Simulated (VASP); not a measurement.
# SiC (k07) (P6_3mc) in VASP: further runs

Runs on SiC (k07). Level: PBEsol. Tasks: single point, relaxation of cell and atoms.

Program: VASP 6.6.1. These are calculated values, not measurements. Logs are shortened: lines on timing, memory, paths and dates and some standing lists are left out, and cuts for length are marked.

## Step 1: The cell of the first run

Symmetry: P6_3mc, No. 186, hexagonal system. Conventional cell: a = 3.076 Å, b = 3.076 Å, c = 5.048 Å, α = 90.00°, β = 90.00°, γ = 120.00°. Si (site symmetry 3m) has 4 C at 1.83 to 2.09 Å within 2.4 Å. Within 2.4 Å of C (site symmetry 3m) lie 4 Si at 1.83 to 2.09 Å.

## Step 2: Single point, PBEsol

INCAR

```
SYSTEM = SiC
  PREC = Accurate
  ENCUT = 520
  EDIFF = 1E-6
  ISMEAR = 0
  SIGMA = 0.01
  LREAL = .False.
  LASPH = .True.
  NELM = 100
  ALGO = Normal
  ISIF = 2
  LWAVE = .False.
  LCHARG = .False.
  GGA = PS
  NBANDS = 16
```

KPOINTS

```
regular mesh
0
Gamma
  15 15 8
  0 0 0
```

POSCAR

```
SiC
1.0
    3.0759807156      0.0000000000      0.0000000000
   -1.5379903578      2.6638774413      0.0000000000
    0.0000000000      0.0000000000      5.0478465815
Si C
2 2
Direct
    0.3333333333      0.6666666667     -0.0190370694
    0.6666666667      0.3333333333      0.4809629306
    0.3333333333      0.6666666667      0.3940370694
    0.6666666667      0.3333333333      0.8940370694
```

Potentials or basis: VASP PAW PBE potentials, release 64 (Si, C).

On the command line:

```bash
> cat potpaw_PBE.64/Si/POTCAR potpaw_PBE.64/C/POTCAR > POTCAR
> mpirun -np 1 vasp_std > vasp.out
```

OUTCAR:

```text
SYSTEM = SiC
   PREC = Accurate
   ENCUT = 520
   EDIFF = 1E-6
   ISMEAR = 0
   LREAL = .False.
   LASPH = .True.
   NELM = 100
   ISIF = 2
   GGA = PS

 ion  position               nearest neighbor table
   1  0.333  0.667  0.981-   4 1.83   4 1.83   4 1.83   3 2.09   2 3.09   2 3.09   2 3.09   2 3.09
                             2 3.09   2 3.09
   2  0.667  0.333  0.481-   3 1.83   3 1.83   3 1.83   4 2.09   1 3.09   1 3.09   1 3.09   1 3.09
                             1 3.09   1 3.09
   3  0.333  0.667  0.394-   2 1.83   2 1.83   2 1.83   1 2.09
   4  0.667  0.333  0.894-   1 1.83   1 1.83   1 1.83   2 2.09

  LATTYP: Found a hexagonal cell.
 ALAT       =     3.0759807156
 C/A-ratio  =     1.6410527400

  Lattice vectors:

 A1 = (   3.0759807156,   0.0000000000,   0.0000000000)
 A2 = (  -1.5379903578,   2.6638774413,   0.0000000000)
 A3 = (   0.0000000000,   0.0000000000,   5.0478465815)

Analysis of symmetry for initial positions (statically):
=====================================================================
 Subroutine PRICEL returns:
 Original cell was already a primitive cell.

 Routine SETGRP: Setting up the symmetry group for a
 hexagonal supercell.

 Subroutine GETGRP returns: Found 12 space group operations
 (whereof  6 operations were pure point group operations)
 out of a pool of 24 trial point group operations.

The static configuration has the point symmetry C_3v.
 The point group associated with its full space group is C_6v.

Analysis of symmetry for dynamics (positions and initial velocities):
=====================================================================
 Subroutine PRICEL returns:
 Original cell was already a primitive cell.

 Routine SETGRP: Setting up the symmetry group for a
 hexagonal supercell.

 Subroutine GETGRP returns: Found 12 space group operations
 (whereof  6 operations were pure point group operations)
 out of a pool of 24 trial point group operations.

The dynamic configuration has the point symmetry C_3v.
 The point group associated with its full space group is C_6v.

 Subroutine INISYM returns: Found 12 space group operations
 (whereof  6 operations are pure point group operations),
 and found     1 'primitive' translations

----------------------------------------------------------------------------------------

                                     Primitive cell

  volume of cell :      41.3622

  direct lattice vectors                    reciprocal lattice vectors
     3.075980716  0.000000000  0.000000000     0.325099567  0.187696323  0.000000000
    -1.537990358  2.663877441  0.000000000     0.000000000  0.375392646  0.000000000
     0.000000000  0.000000000  5.047846581     0.000000000  0.000000000  0.198104278

  length of vectors
     3.075980716  3.075980716  5.047846581     0.375392646  0.375392646  0.198104278

  position of ions in fractional coordinates (direct lattice)
     0.333333333  0.666666667  0.980962931
     0.666666667  0.333333333  0.480962931
     0.333333333  0.666666667  0.394037069
     0.666666667  0.333333333  0.894037069

  ion indices of the primitive-cell ions
   primitive index   ion index
                 1           1
                 2           2
                 3           3
                 4           4

----------------------------------------------------------------------------------------

 KPOINTS: regular mesh

Automatic generation of k-mesh.
 Grid dimensions read from file:
 generate k-points for:   15   15    8

 Generating k-lattice:

  Cartesian coordinates                     Fractional coordinates (reciprocal lattice)
     0.021673304  0.012513088  0.000000000     0.066666667  0.000000000  0.000000000
     0.000000000  0.025026176  0.000000000     0.000000000  0.066666667  0.000000000
     0.000000000  0.000000000  0.024763035     0.000000000  0.000000000  0.125000000

  Length of vectors
     0.025026176  0.025026176  0.024763035

  Shift w.r.t. Gamma in fractional coordinates (k-lattice)
     0.000000000  0.000000000  0.000000000

 Subroutine IBZKPT returns following result:
 ===========================================

 Found    135 irreducible k-points:

 Following reciprocal coordinates:
            Coordinates               Weight
  0.000000  0.000000  0.000000      1.000000
  0.066667  0.000000  0.000000      6.000000
  0.133333 -0.000000  0.000000      6.000000
  0.200000  0.000000  0.000000      6.000000
  0.266667 -0.000000  0.000000      6.000000
  0.333333  0.000000  0.000000      6.000000
[... 16 lines left out ...]
  0.333333  0.200000  0.000000     12.000000
  0.400000  0.200000  0.000000      6.000000
 [... further k-points ...]
   k-points           NKPTS =    135   k-points in BZ     NKDIM =    135   number of bands    NBANDS=     16
   number of dos      NEDOS =    301   number of ions     NIONS =      4
   total plane-waves  NPLWV =  23040
   dimension x,y,z NGX =    24 NGY =   24 NGZ =   40
   dimension x,y,z NGXF=    48 NGYF=   48 NGZF=   80
   ions per type =               2   2
   NGX,Y,Z   is equivalent  to a cutoff of  12.97, 12.97, 13.17 a.u.
   NGXF,Y,Z  is equivalent  to a cutoff of  25.94, 25.94, 26.35 a.u.
 SYSTEM =  SiC
   PREC   = accura    normal or accurate (medium, high low for compatibility)
   ISTART =      0    job   : 0-new  1-cont  2-samecut
   ICHARG =      2    charge: 1-file 2-atom 10-const
   ISPIN  =      1    spin polarized calculation?
   LNONCOLLINEAR =      F non collinear calculations
   LSORBIT =      F    spin-orbit coupling
   LASPH  =      T    aspherical Exc in radial PAW
   ENCUT  =  520.0 eV  38.22 Ry    6.18 a.u.   5.72  5.72  9.39*2*pi/ulx,y,z
   NELM   =    100;   NELMIN=  2; NELMDL= -5     # of ELM steps
   EDIFF  = 0.1E-05   stopping-criterion for ELM
   LREAL  =      F    real-space projection
   EDIFFG = 0.1E-04   stopping-criterion for IOM
   NSW    =      0    number of steps for IOM
   IBRION =     -1    ionic relax: 0-MD 1-quasi-New 2-CG
   NFREE  =      0    steps in history (QN), initial steepest desc. (CG)
   ISIF   =      2    stress and relaxation
   ISYM   =      2    0-nonsym 1-usesym 2-fastsym
   POTIM  = 0.5000    time-step for ionic-motion
   TEBEG  =    0.0;   TEEND  =   0.0 temperature during run
   PSTRESS=    0.0 pullay stress
   NELECT =      16.0000    total number of electrons
   NUPDOWN=      -1.0000    fix difference up-down
   EMIN   =  10.00;   EMAX   =-10.00  energy-range for DOS
   EFERMI =   0.00;   METHOD = LEGACY
   ISMEAR =     0;   SIGMA  =   0.01  broadening in eV -4-tet -1-fermi 0-gaus
   EFERMI_NEDOS =   21; number of points for ismear=-14 and -15
   IALGO  =     38    algorithm
   IMIX   =      4    mixing-type and parameters
     AMIX     =   0.40;   BMIX     =  1.00
     AMIX_MAG =   1.60;   BMIX_MAG =  1.00
  volume/ion in A,a.u.               =      10.34        69.78
  Fermi-wavevector in a.u.,A,eV,Ry     =   1.192834  2.254130 19.359103  1.422854
  Thomas-Fermi vector in A             =   2.328863
   LORBIT       =      0    0 simple, 1 ext, 2 COOP (PROOUT), +10 PAW based schemes
   GGA     = PS    functional components
   LHFCALC =     F    Hartree Fock is set to
   AEXX    =    0.0000 exact exchange contribution
   IVDW    =     0    specifies the selected vdW correction
   LEPSILON=     F    determine dielectric tensor
   LRPA    =     F    only Hartree local field effects (RPA)
 non-spin polarized calculation
 Gauss-broadening in eV      SIGMA  =   0.01
  energy-cutoff  :      520.00
  volume of cell :       41.36
 maximum number of plane-waves:      1126
 NGX is ok and might be reduce to    24
   NGX = 11   NGY = 11   NGZ = 19

 number of electron      15.9999999 magnetization

 Free energy of the ion-electron system (eV)
  ---------------------------------------------------
  ext. energy  EPLUGINS =         0.00000000
  ---------------------------------------------------
  free energy    TOTEN  =       -31.34910809 eV

  energy without entropy =      -31.34910809  energy(sigma->0) =      -31.34910809

 E-fermi :   9.1567     XC(G=0): -11.4928

 val. band max:        9.0547596461   @ k =   0.0000   0.0000   0.0000
 cond. band min:      10.7478709096   @ k =   0.4667   0.0000   0.0000
 fundamental gap:      1.6931112635
 Fermi energy:         9.1567161937

 k-point     1 :       0.0000    0.0000    0.0000
  band No.  band energies     occupation
      1      -7.4161      2.00000
      2      -4.0470      2.00000
      3      -0.0014      2.00000
      4       6.5226      2.00000
      5       6.5226      2.00000
      6       7.7081      2.00000
[... 8 lines left out ...]
     15      16.7198      0.00000
     16      19.9248      0.00000

 k-point     2 :       0.0667    0.0000    0.0000
  band No.  band energies     occupation
      1      -7.3384      2.00000
      2      -3.9791      2.00000
      3       0.0737      2.00000
      4       6.0868      2.00000
      5       6.3901      2.00000
      6       7.4237      2.00000
[... 8 lines left out ...]
     15      16.9396      0.00000
     16      18.9649      0.00000

 k-point     3 :       0.1333   -0.0000    0.0000
  band No.  band energies     occupation
      1      -7.1063      2.00000
      2      -3.7783      2.00000
      3       0.2961      2.00000
      4       5.0373      2.00000
      5       6.0611      2.00000
      6       6.6740      2.00000
[... 8 lines left out ...]
     15      17.5242      0.00000
     16      18.1740      0.00000

 k-point     4 :       0.2000    0.0000    0.0000
  band No.  band energies     occupation
      1      -6.7239      2.00000
      2      -3.4553      2.00000
      3       0.6542      2.00000
      4       3.7469      2.00000
      5       5.6560      2.00000
      6       5.6615      2.00000
[... 8 lines left out ...]
     15      17.7023      0.00000
     16      18.1677      0.00000

 k-point     5 :       0.2667   -0.0000    0.0000
  band No.  band energies     occupation
      1      -6.1993      2.00000
      2      -3.0361      2.00000
      3       1.0902      2.00000
      4       2.4819      2.00000
      5       4.5437      2.00000
      6       5.2641      2.00000
[... 8 lines left out ...]
     15      17.8582      0.00000
     16      18.8560      0.00000

 k-point     6 :       0.3333    0.0000    0.0000
  band No.  band energies     occupation
      1      -5.5494      2.00000
      2      -2.5919      2.00000
      3       0.9458      2.00000
      4       2.0399      2.00000
      5       3.4262      2.00000
      6       4.9384      2.00000
[... 8 lines left out ...]
     15      18.5473      0.00000
     16      19.6924      0.00000
[... 267 lines left out ...]
 k-point    21 :       0.2000    0.2000    0.0000
  band No.  band energies     occupation
      1      -5.4016      2.00000
      2      -2.4836      2.00000
      3       1.2914      2.00000
      4       2.3279      2.00000
      5       2.9657      2.00000
      6       4.2365      2.00000
[... 8 lines left out ...]
     15      18.8860      0.00000
     16      19.7677      0.00000

 k-point    22 :       0.2667    0.2000    0.0000
  band No.  band energies     occupation
      1      -4.7213      2.00000
      2      -2.1984      2.00000
      3       0.8436      2.00000
      4       2.3018      2.00000
      5       2.8289      2.00000
      6       3.4502      2.00000
[... 8 lines left out ...]
     15      18.3558      0.00000
     16      20.3820      0.00000

 k-point    23 :       0.3333    0.2000    0.0000
  band No.  band energies     occupation
      1      -4.0064      2.00000
      2      -2.2576      2.00000
      3       0.5942      2.00000
      4       1.9205      2.00000
      5       2.7250      2.00000
      6       3.4881      2.00000
[... 8 lines left out ...]
     15      18.7859      0.00000
     16      20.3868      0.00000

 k-point    24 :       0.4000    0.2000    0.0000
  band No.  band energies     occupation
      1      -3.5752      2.00000
      2      -2.4961      2.00000
      3       0.6197      2.00000
      4       1.7616      2.00000
      5       2.4226      2.00000
      6       3.8730      2.00000
[... 8 lines left out ...]
     15      19.2323      0.00000
     16      20.4238      0.00000

 [... further k-points ...]
[... 5 lines left out ...]
  --------------------------------------------------------------------------------------
  -------------------------------------------------------------------------------------
  Total        2.1201945      2.1201945     -1.6685562      0.0000000     -0.0000000      0.0000000
  in kB       82.1263058     82.1263058    -64.6319753      0.0000000     -0.0000000      0.0000000
  external PRESSURE =      33.2068788 kB  Pullay stress =       0.0000000 kB

 VOLUME and BASIS-vectors are now :
 -----------------------------------------------------------------------------
  energy-cutoff  :      520.00
  volume of cell :       41.36
      direct lattice vectors                 reciprocal lattice vectors
     3.075980716  0.000000000  0.000000000     0.325099567  0.187696323  0.000000000
    -1.537990358  2.663877441  0.000000000     0.000000000  0.375392646  0.000000000
     0.000000000  0.000000000  5.047846581     0.000000000  0.000000000  0.198104278

 POSITION                                       TOTAL-FORCE (eV/Angst)
 -----------------------------------------------------------------------------------
     -0.00000      1.77592      4.95175        -0.000000      0.000000      2.111657
      1.53799      0.88796      2.42783        -0.000000     -0.000000      2.111657
     -0.00000      1.77592      1.98904         0.000000     -0.000000     -2.111657
      1.53799      0.88796      4.51296        -0.000000      0.000000     -2.111657
 -----------------------------------------------------------------------------------
    total drift:                                0.000000      0.000000     -0.000143

  FREE ENERGIE OF THE ION-ELECTRON SYSTEM (eV)
  ---------------------------------------------------
  free  energy   TOTEN  =       -31.3491080851 eV

  energy  without entropy=      -31.3491080851  energy(sigma->0) =      -31.34910809
```

Run time: 25 s. Hardware: 1 thread of Intel Xeon 6975P-C (Granite Rapids), shared host; peak memory 0.2 GiB.

What came out:

```yaml
Free_energy: -31.3491 eV
Pressure: 3.3 GPa
Largest_force: 2.112 eV/Å
Band_gap_on_the_k_mesh: 1.69 eV, indirect (least direct gap 3.81 eV)
```

Forces on the atoms (eV/Å):
```
Si   0.000  0.000  2.112
Si   0.000  0.000  2.112
C    0.000  0.000 -2.112
C    0.000  0.000 -2.112
```

Caveat: the PAW data sets were made with another functional, which shifts forces and pressure a little. A k mesh can miss the band edges.

[end of part 1 of 2]
